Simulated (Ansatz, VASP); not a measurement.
Two plane-wave programs on HfNb3F

```
CELL_PARAMETERS angstrom
4.26315 0.00000 0.00000
0.00000 4.26315 0.00000
0.00000 0.00000 4.26315
ATOMIC_POSITIONS crystal
Hf 0.00000 0.00000 0.00000
Nb 0.00000 0.50000 0.50000
Nb 0.50000 0.00000 0.50000
Nb 0.50000 0.50000 0.00000
F 0.50000 0.50000 0.50000
```

Change from the starting cell: species swapped into the SmBRh3 type (Pm-3m, No. 221).

Alike in both runs: task relaxation of cell and atoms; functional PBE; k mesh 4 × 4 × 4; occupations gaussian, width 0.1 eV; no spin polarisation.

|  | VASP | Ansatz |
| --- | --- | --- |
| version | VASP 6.6.1 | Ansatz 0.2.0 |
| potentials or method | VASP PAW PBE potentials, release 64 (Hf_pv, Nb_sv, F), cutoff 600 eV | scalar-relativistic, plane waves, PAW |
| valence electrons in the cell | 56 | 72 |

VASP gave:

- gap on the k mesh at the Fermi level, each at its own relaxed structure (eV): none
- relaxed volume (Å³/atom): 17.10
- relaxed cell length with the largest relative difference (Å): 4.405

**Question.** Estimate Ansatz's values.

**Answer.** gap on the k mesh at the Fermi level, each at its own relaxed structure (eV): none; relaxed volume (Å³/atom): 17.09; relaxed cell length with the largest relative difference (Å): 4.405.

A gap of «none» marks a metal or a gap that the smearing closes. VASP's potentials hold 56 valence electrons a cell and Ansatz's 72, so a difference there can come from the potentials and not from the codes.

The k mesh is coarse, so the values compare programs but aren't converged. Spin-orbit coupling is off throughout.
